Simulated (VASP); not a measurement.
GaN, 4 atoms in the cell. Symmetry: P6_3mc, No. 186, hexagonal system. The conventional cell has a = 3.214 Å, b = 3.214 Å, c = 5.152 Å, α = 90.00°, β = 90.00°, γ = 120.00°. Within 2.6 Å of Ga (site symmetry 3m) lie 4 N at 1.95 to 1.97 Å. Within 2.6 Å of N (site symmetry 3m) lie 4 Ga at 1.95 to 1.97 Å. 

* Program: VASP 6.6.1
* Task: relaxation of cell and atoms
* Functional: PBE
* Potentials or basis: VASP PAW PBE potentials, release 64 (Ga_d, N)
* Cutoff: 600 eV
* k mesh: 12 × 12 × 6
* Occupations: gaussian, width 0.02 eV
* Spin: no spin polarisation
* Dipole correction: no
* Further INCAR settings: ALGO = Normal; EDIFF = 1e-06; IBRION = 2; EDIFFG = -0.005; NSW = 100; ISIF = 3

Potentials or basis: VASP PAW PBE potentials, release 64 (Ga_d, N).

Command:

```sh
$ cat potpaw_PBE.64/Ga_d/POTCAR potpaw_PBE.64/N/POTCAR > POTCAR
$ mpirun -np 1 vasp_std > vasp.out
```

Hardware: 1 thread of AMD EPYC 9R45 96-Core Processor (Zen 5) (shared host).

Problem. How long does it take, and how much memory?

Solution. Run time: 3.6 min on 1 thread of AMD EPYC 9R45 96-Core Processor (Zen 5) (shared host), peak memory 0.21 GiB. Counts: scf iterations 62, k points 76, ion steps 9.
